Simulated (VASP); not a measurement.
LiH:

```
Li H
1.0
     2.50166    0.00000    0.00000
     0.00000    2.50166    0.00000
     0.00000    0.00000    2.50166
Li H
1 1
Direct
  0.00000 0.00000 0.00000
  0.50000 0.50000 0.50000
```

Base run:

- Program: VASP 6.6.1
- Functional: PBE0
- Potentials or basis: VASP PAW PBE potentials, release 64 (Li_sv, H)
- Cutoff: 520 eV
- k mesh: 6 × 6 × 6
- Occupations: gaussian, width 0.01 eV
- Spin: no spin polarisation

Its results: band gap on the k mesh 2.18 eV, indirect (least direct gap 6.01 eV).

**Question.** After a change of settings the same cell gave: band gap on the k mesh 0.73 eV, indirect (least direct gap 4.21 eV). Which change was it?
A. functional from PBE0 to PBE; k mesh from 6 × 6 × 6 to 10 × 10 × 10
B. functional from PBE0 to r2SCAN
C. functional from PBE0 to HSE06; further incar settings from ALGO = Normal; EDIFF = 1e-06; NBANDS = 9 to ALGO = Normal; EDIFF = 1e-07; NBANDS = 9

**Answer.** A.
